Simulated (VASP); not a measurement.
Crystal: SnTe.

```
CELL_PARAMETERS angstrom
0.00000 3.12970 3.12970
3.12970 0.00000 3.12970
3.12970 3.12970 0.00000
ATOMIC_POSITIONS crystal
Te 0.50000 0.50000 0.50000
Sn 0.00000 0.00000 0.00000
```

Base run:

```yaml
Program: VASP 6.6.1
Functional: r2SCAN
Potentials_or_basis: VASP PAW PBE potentials, release 64 (Te, Sn_d)
Cutoff: 520 eV
k_mesh: 7 × 7 × 7
Occupations: fermi-dirac, width 0.05 eV
Spin: no spin polarisation
```

Its results: pressure 2.6 GPa.

Q: After a change of settings the same cell gave: pressure -0.6 GPa. Which change was it?
A. functional from r2SCAN to PBE exchange alone
B. functional from r2SCAN to RPBE; further incar settings from ALGO = Normal; EDIFF = 1e-06; NBANDS = 17 to ALGO = Normal; EDIFF = 1e-07; NBANDS = 17
C. dispersion from none to rVV10
D. functional from r2SCAN to LDA; potentials or basis from VASP PAW PBE potentials, release 64 (Te, Sn_d) to VASP PAW LDA potentials, release 64 (Te, Sn_d)

A: D.

Caveats: the PAW data sets were made with another functional, which shifts forces and pressure a little (some runs).
